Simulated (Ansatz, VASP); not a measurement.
**MoS2 in VASP and in Ansatz**

The input INCAR:

```
PREC = Accurate
ENCUT = 520
EDIFF = 1E-7
ISMEAR = 1
SIGMA = 0.2
LREAL = F
LASPH = T
NELM = 80
ALGO = Normal
ISIF = 2
LWAVE = F
LCHARG = T
GGA = PS
LELF = T
LVHAR = T
NBANDS = 35
```

The input KPOINTS:

```
Automatic mesh
0
Gamma
  12 12 2
```

Contents of POSCAR:

```
MoS2
1.0
    3.2987000000      0.0000000000      0.0000000000
   -1.6493500000      2.8567579994      0.0000000000
    0.0000000000      0.0000000000     12.1932000000
Mo S
2 4
Direct
    0.3333333333      0.6666666667      0.2500000000
    0.6666666667      0.3333333333      0.7500000000
    0.3333333333      0.6666666667      0.6259932117
    0.6666666667      0.3333333333      0.1259932117
    0.3333333333      0.6666666667      0.8740067883
    0.6666666667      0.3333333333      0.3740067883
```

Input for Ansatz:

```yaml
crystal:
  lattice:
    - [3.2987, 0.0, 0.0]
    - [-1.64935, 2.8567579994, 0.0]
    - [0.0, 0.0, 12.1932]
  atoms:
    - { symbol: Mo, position: [0.3333333333, 0.6666666667, 0.25] }
    - { symbol: Mo, position: [0.6666666667, 0.3333333333, 0.75] }
    - { symbol: S, position: [0.3333333333, 0.6666666667, 0.6259932117] }
    - { symbol: S, position: [0.6666666667, 0.3333333333, 0.1259932117] }
    - { symbol: S, position: [0.3333333333, 0.6666666667, 0.8740067883] }
    - { symbol: S, position: [0.6666666667, 0.3333333333, 0.3740067883] }
basis:
  ecutwfc: 420
kpoints:
  mp_grid: { grid: [12, 12, 2] }
hamiltonian:
  xc: pbesol
scf:
  occupations: { method: cold, width: 0.2 }
output:
  forces: true
  stress: true
  eigenvalues: true
```

Alike in both runs: task single point; functional PBEsol; k mesh 12 × 12 × 2; no spin polarisation.

|  | VASP | Ansatz |
| --- | --- | --- |
| version | VASP 6.6.1 | Ansatz 0.2.0 |
| potentials or method | VASP PAW PBE potentials, release 64 (Mo_sv, S), cutoff 520 eV | scalar-relativistic, plane waves, PAW |
| occupations | methfessel-paxton of order 1, width 0.2 eV | cold, width 0.2 eV |
| valence electrons in the cell | 52 | 52 |

```tsv
	VASP	Ansatz	Ansatz less VASP
pressure (GPa)	-8.1	-8.1	+0.01
traceless stress, the component that is largest in VASP (GPa)	7.73	7.73	-0.010
rms of the force components (eV/Å)	0.034	0.035	+0.0013
```

VASP's potentials were made for PBE, not for PBEsol. Atom by atom the forces differ by 0.001 eV/Å (rms over components).
